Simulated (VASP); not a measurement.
# NdTl2P3 (P6/mmm) in VASP: notebook, part 2 of 2

VASP 6.6.1. The steps go on from the part before.

**4. Relaxation of cell and atoms, PBE**

This run uses another cell than the first one, of 24.83 Å³/atom.

INCAR reads:

```
SYSTEM = NdTl2P3
PREC = Accurate
ENCUT = 500
EDIFF = 1E-7
ISMEAR = 0
SIGMA = 0.2
LREAL = .FALSE.
LASPH = .TRUE.
NELM = 200
ALGO = Normal
ISIF = 3
LWAVE = .FALSE.
LCHARG = .FALSE.
GGA = PE
IBRION = 2
NSW = 36
EDIFFG = -0.08
GGA_COMPAT = .FALSE.
NELMIN = 4
LMAXMIX = 6
```

KPOINTS reads:

```
Automatic mesh
0
G
  5 5 2
  0 0 0
```

POSCAR reads:

```
NdTl2P3
1.0
    4.1394466000      0.0000000000      0.0000000000
   -2.0697233000      3.5848659100      0.0000000000
    0.0000000000      0.0000000000     10.0385228500
Nd Tl P
1 2 3
Direct
    0.0000000000      0.0000000000      0.5000000000
    0.0000000000      0.0000000000      0.8654249400
    0.0000000000      0.0000000000      0.1345750600
    0.5000000000      0.0000000000      0.0000000000
    0.0000000000      0.5000000000      0.0000000000
    0.5000000000      0.5000000000      0.0000000000
```

Potentials or basis: VASP PAW PBE potentials, release 64 (Nd_3, Tl_d, P), 4f in core.

The run is started by

```console
> cat potpaw_PBE.64/Nd_3/POTCAR potpaw_PBE.64/Tl_d/POTCAR potpaw_PBE.64/P/POTCAR > POTCAR
> mpirun -np 1 vasp_std > vasp.out
```

OUTCAR:

```text
SYSTEM = NdTl2P3
   PREC = Accurate
   ENCUT = 500
   EDIFF = 1E-7
   ISMEAR = 0
   LREAL = .FALSE.
   LASPH = .TRUE.
   NELM = 200
   ISIF = 3
   GGA = PE
   IBRION = 2
   NSW = 36
   EDIFFG = -0.08
   NELMIN = 4

 ion  position               nearest neighbor table
   1  0.000  0.000  0.500-   2 3.67   3 3.67
   2  0.000  0.000  0.865-   5 2.47   6 2.47   5 2.47   6 2.47   4 2.47   4 2.47   3 2.70   1 3.67

   3  0.000  0.000  0.135-   5 2.47   6 2.47   5 2.47   6 2.47   4 2.47   4 2.47   2 2.70   1 3.67

   4  0.500  0.000  0.000-   5 2.07   6 2.07   6 2.07   5 2.07   2 2.47   2 2.47   3 2.47   3 2.47

   5  0.000  0.500  0.000-   4 2.07   4 2.07   6 2.07   6 2.07   2 2.47   3 2.47   2 2.47   3 2.47

   6  0.500  0.500  0.000-   4 2.07   4 2.07   5 2.07   5 2.07   2 2.47   3 2.47   2 2.47   3 2.47

  LATTYP: Found a hexagonal cell.
 ALAT       =     4.1394466000
 C/A-ratio  =     2.4250881386

  Lattice vectors:

 A1 = (   4.1394466000,   0.0000000000,   0.0000000000)
 A2 = (  -2.0697233000,   3.5848659100,   0.0000000000)
 A3 = (   0.0000000000,   0.0000000000,  10.0385228500)

Analysis of symmetry for initial positions (statically):
=====================================================================
 Subroutine PRICEL returns:
 Original cell was already a primitive cell.

 Routine SETGRP: Setting up the symmetry group for a
 hexagonal supercell.

 Subroutine GETGRP returns: Found 24 space group operations
 (whereof 24 operations were pure point group operations)
 out of a pool of 24 trial point group operations.

The static configuration has the point symmetry D_6h.

Analysis of symmetry for dynamics (positions and initial velocities):
=====================================================================
 Subroutine PRICEL returns:
 Original cell was already a primitive cell.

 Routine SETGRP: Setting up the symmetry group for a
 hexagonal supercell.

 Subroutine GETGRP returns: Found 24 space group operations
 (whereof 24 operations were pure point group operations)
 out of a pool of 24 trial point group operations.

The dynamic configuration has the point symmetry D_6h.

 Subroutine INISYM returns: Found 24 space group operations
 (whereof 24 operations are pure point group operations),
 and found     1 'primitive' translations

----------------------------------------------------------------------------------------

                                     Primitive cell

  volume of cell :     148.9653

  direct lattice vectors                    reciprocal lattice vectors
     4.139446600  0.000000000  0.000000000     0.241578186  0.139475231  0.000000000
    -2.069723300  3.584865910  0.000000000     0.000000000  0.278950461  0.000000000
     0.000000000  0.000000000 10.038522850     0.000000000  0.000000000  0.099616250

  length of vectors
     4.139446600  4.139446597 10.038522850     0.278950461  0.278950461  0.099616250

  position of ions in fractional coordinates (direct lattice)
     0.000000000  0.000000000  0.500000000
     0.000000000  0.000000000  0.865424940
     0.000000000  0.000000000  0.134575060
     0.500000000  0.000000000  0.000000000
     0.000000000  0.500000000  0.000000000
     0.500000000  0.500000000  0.000000000

  ion indices of the primitive-cell ions
   primitive index   ion index
[... 26 lines left out ...]
     0.000000000  0.000000000  0.000000000

 Subroutine IBZKPT returns following result:
 ===========================================

 Found     10 irreducible k-points:

 Following reciprocal coordinates:
            Coordinates               Weight
  0.000000  0.000000  0.000000      1.000000
  0.200000  0.000000  0.000000      6.000000
  0.400000  0.000000  0.000000      6.000000
  0.200000  0.200000  0.000000      6.000000
  0.400000  0.200000  0.000000      6.000000
  0.000000  0.000000  0.500000      1.000000
  0.200000  0.000000  0.500000      6.000000
  0.400000  0.000000  0.500000      6.000000
  0.200000  0.200000  0.500000      6.000000
  0.400000  0.200000  0.500000      6.000000
   k-points           NKPTS =     10   k-points in BZ     NKDIM =     10   number of bands    NBANDS=     31
   number of dos      NEDOS =    301   number of ions     NIONS =      6
   total plane-waves  NPLWV =  72000
   dimension x,y,z NGX =    30 NGY =   30 NGZ =   80
   dimension x,y,z NGXF=    60 NGYF=   60 NGZF=  160
   ions per type =               1   2   3
   NGX,Y,Z   is equivalent  to a cutoff of  12.05, 12.05, 13.25 a.u.
   NGXF,Y,Z  is equivalent  to a cutoff of  24.10, 24.10, 26.50 a.u.
 SYSTEM =  NdTl2P3
   PREC   = accura    normal or accurate (medium, high low for compatibility)
   ISTART =      0    job   : 0-new  1-cont  2-samecut
   ICHARG =      2    charge: 1-file 2-atom 10-const
   ISPIN  =      1    spin polarized calculation?
   LNONCOLLINEAR =      F non collinear calculations
   LSORBIT =      F    spin-orbit coupling
   LASPH  =      T    aspherical Exc in radial PAW
   ENCUT  =  500.0 eV  36.75 Ry    6.06 a.u.   7.55  7.55 18.30*2*pi/ulx,y,z
   NELM   =    200;   NELMIN=  4; NELMDL= -5     # of ELM steps
   EDIFF  = 0.1E-06   stopping-criterion for ELM
   LREAL  =      F    real-space projection
   EDIFFG = -.8E-01   stopping-criterion for IOM
   NSW    =     36    number of steps for IOM
   IBRION =      2    ionic relax: 0-MD 1-quasi-New 2-CG
   NFREE  =      1    steps in history (QN), initial steepest desc. (CG)
   ISIF   =      3    stress and relaxation
   ISYM   =      2    0-nonsym 1-usesym 2-fastsym
   POTIM  = 0.5000    time-step for ionic-motion
   TEBEG  =    0.0;   TEEND  =   0.0 temperature during run
   PSTRESS=    0.0 pullay stress
   NELECT =      52.0000    total number of electrons
   NUPDOWN=      -1.0000    fix difference up-down
   EMIN   =  10.00;   EMAX   =-10.00  energy-range for DOS
   EFERMI =   0.00;   METHOD = LEGACY
   ISMEAR =     0;   SIGMA  =   0.20  broadening in eV -4-tet -1-fermi 0-gaus
   EFERMI_NEDOS =   21; number of points for ismear=-14 and -15
   IALGO  =     38    algorithm
   IMIX   =      4    mixing-type and parameters
     AMIX     =   0.40;   BMIX     =  1.00
     AMIX_MAG =   1.60;   BMIX_MAG =  1.00
  volume/ion in A,a.u.               =      24.83       167.54
  Fermi-wavevector in a.u.,A,eV,Ry     =   1.152695  2.178277 18.078128  1.328705
  Thomas-Fermi vector in A             =   2.289344
   LORBIT       =      0    0 simple, 1 ext, 2 COOP (PROOUT), +10 PAW based schemes
   GGA     = PE    functional components
   LHFCALC =     F    Hartree Fock is set to
   AEXX    =    0.0000 exact exchange contribution
   IVDW    =     0    specifies the selected vdW correction
   LEPSILON=     F    determine dielectric tensor
   LRPA    =     F    only Hartree local field effects (RPA)
 conjugate gradient relaxation of ions
 non-spin polarized calculation
 Gauss-broadening in eV      SIGMA  =   0.20
  energy-cutoff  :      500.00
  volume of cell :      148.97
 maximum number of plane-waves:      3812
 NGX is ok and might be reduce to    30
   NGX = 15   NGY = 15   NGZ = 37

--------------------------------------- Ionic step        1  -------------------------------------------

 number of electron      52.0000005 magnetization

 Free energy of the ion-electron system (eV)
  ---------------------------------------------------
  ext. energy  EPLUGINS =         0.00000000
  ---------------------------------------------------
  free energy    TOTEN  =       -11.44541816 eV

  energy without entropy =      -11.37642890  energy(sigma->0) =      -11.41092353

 E-fermi :   6.1296     XC(G=0):  -9.3891

 val. band max:        6.1179621160   @ k =   0.4000   0.2000   0.5000
 cond. band min:       6.1302867933   @ k =   0.4000   0.0000   0.5000
 fundamental gap:      0.0123246772
 Fermi energy:         6.1295958027

 k-point     1 :       0.0000    0.0000    0.0000
  band No.  band energies     occupation
      1     -33.0347      2.00000
      2     -14.1251      2.00000
      3     -13.9019      2.00000
      4     -13.9019      2.00000
      5     -13.7031      2.00000
      6      -7.9752      2.00000
[... 442 lines left out ...]
  FREE ENERGIE OF THE ION-ELECTRON SYSTEM (eV)
  ---------------------------------------------------
  free  energy   TOTEN  =       -21.5700903049 eV

  energy  without entropy=      -21.4200098254  energy(sigma->0) =      -21.49505007

[... ionic steps 4 to 10 ...]

--------------------------------------- Ionic step       11  -------------------------------------------

 number of electron      52.0000005 magnetization

------------------------ aborting loop because EDIFF is reached ----------------------------------------
[... 75 lines left out ...]
--------------------------------------- Ionic step       13  -------------------------------------------

 number of electron      51.9999994 magnetization

 Free energy of the ion-electron system (eV)
  ---------------------------------------------------
  ext. energy  EPLUGINS =         0.00000000
  ---------------------------------------------------
  free energy    TOTEN  =       -22.11896224 eV

  energy without entropy =      -21.99040608  energy(sigma->0) =      -22.05468416

 E-fermi :   3.4350     XC(G=0):  -8.3515

 val. band max:        3.4271740347   @ k =   0.0000   0.0000   0.5000
 cond. band min:       3.4563745956   @ k =   0.4000   0.2000   0.5000
 fundamental gap:      0.0292005609
 Fermi energy:         3.4350142703

 k-point     1 :       0.0000    0.0000    0.0000
  band No.  band energies     occupation
      1     -36.0460      2.00000
      2     -17.0925      2.00000
      3     -17.0332      2.00000
      4     -17.0332      2.00000
      5     -11.3819      2.00000
      6      -8.1440      2.00000
[... 362 lines left out ...]
  FREE ENERGIE OF THE ION-ELECTRON SYSTEM (eV)
  ---------------------------------------------------
  free  energy   TOTEN  =       -22.1189622352 eV

  energy  without entropy=      -21.9904060752  energy(sigma->0) =      -22.05468416

 reached required accuracy - stopping structural energy minimisation
```

It took 5.6 min on 1 thread of AMD EPYC 9R45 (Zen 5), shared host; peak memory 0.26 GiB.

Results:

```
Free energy                           : -22.1190 eV
Relaxed volume                        : 34.04 Å³/atom
Relaxed cell                          : a = 4.680 Å, b = 4.680 Å, c = 10.771 Å, α = 90.00°, β = 90.00°, γ = 120.00°
Space group after relaxing (to 0.1 Å) : P6/mmm (No. 191)
Energy gained by relaxing             : 1778.9 meV/atom
Ionic steps                           : 13
Pressure after relaxing               : -0.1 GPa
Largest force after relaxing          : 0.009 eV/Å
Band gap on the k mesh                : zero (bands 26 and 27 overlap by 1.21 eV)
```

Forces in eV/Å, atoms in the order of the input:
```
Nd   0.000  0.000  0.000
Tl   0.000  0.000  0.009
Tl   0.000  0.000 -0.009
P    0.000  0.000  0.000
P    0.000  0.000  0.000
P    0.000  0.000  0.000
```

The path:
```
step  energy change (eV)  largest force (eV/Å)  pressure (GPa)  volume (Å³)
   1              0.0000               12.3834           44.42       148.97
   2             -6.3784                0.6362           -5.23       350.65
   3            -10.1247                0.9503           -1.78       231.37
   4            -10.1369                1.0454           -1.45       228.80
   5            -10.1411                1.1932           -0.91       225.05
   6            -10.2904                1.0851           -0.53       219.43
   7            -10.5382                0.7493            1.15       203.09
   8            -10.5434                0.6272            1.74       199.00
   9            -10.6325                0.2621            0.89       200.84
  10            -10.6627                0.1097            0.15       202.87
  11            -10.6628                0.0887            0.19       202.75
  12            -10.6695                0.0599            0.06       203.34
  13            -10.6735                0.0089           -0.13       204.27
```

Final structure:
```
Nd Tl P
1.0
     4.67951    0.00000    0.00000
    -2.33976    4.05258    0.00000
     0.00000    0.00000   10.77118
Nd Tl P
1 2 3
Direct
  0.00000 0.00000 0.50000
  0.00000 0.00000 0.80103
  0.00000 0.00000 0.19897
  0.50000 0.00000 0.00000
  0.00000 0.50000 0.00000
  0.50000 0.50000 0.00000
```

Levels at points of the mesh, in eV from the Fermi level:
```tsv
k point	band 23	band 24	band 25	band 26	band 27	band 28	band 29	band 30
(0.00, 0.00, 0.00)	-2.82	-1.84	-0.40	0.92	0.92	0.97	0.97	1.24
(0.00, 0.00, 0.50)	-3.43	-1.43	-0.01	0.90	0.90	0.99	0.99	1.41
```

Caveat: the volume moved by over 15 % at a fixed basis, so the end points are rough; spin-orbit coupling is left out, which moves the levels of the heavy elements; the 4f electrons are frozen in the core, so they carry no moment and show no levels. Spin polarisation is off, so any magnetic state and its effect on volume and gap are missing.

**5. Summary**

| cell | k mesh | gap on the mesh (eV) | pressure (GPa) | relaxed volume (Å³/atom) |
| --- | --- | --- | --- | --- |
| relaxed from a = 4.797, b = 4.797, c = 9.007 Å, angles 90.0, 90.0, 120.0°, 6 atoms, atomic positions A | 4 × 4 × 2 | none | 0.0 | 24.49 |
| relaxed from a = 4.885, b = 4.885, c = 8.760 Å, angles 90.0, 90.0, 120.0°, 6 atoms, atomic positions B | 4 × 4 × 2 | none | 0.1 | 41.48 |
| relaxed from a = 4.139, b = 4.139, c = 10.039 Å, angles 90.0, 90.0, 120.0°, 6 atoms, atomic positions C | 5 × 5 × 2 | none | -0.1 | 34.04 |

Alike in all rows: task relaxation of cell and atoms; level PBE; potentials or basis VASP PAW PBE potentials, release 64 (Nd_3, Tl_d, P), 4f in core; no spin polarisation; cutoff (eV) 500; smearing gaussian 0.2 eV.

Caveats: some runs use coarse meshes; the volume moved by over 15 % at a fixed basis, so the end points are rough; spin-orbit coupling is left out, which moves the levels of the heavy elements; the 4f electrons are frozen in the core, so they carry no moment and show no levels.

Total energies depend on the potentials used, so only differences within one code and one set of settings carry meaning.

The gap in the log of VASP goes by the Fermi energy; the results here count the filled bands.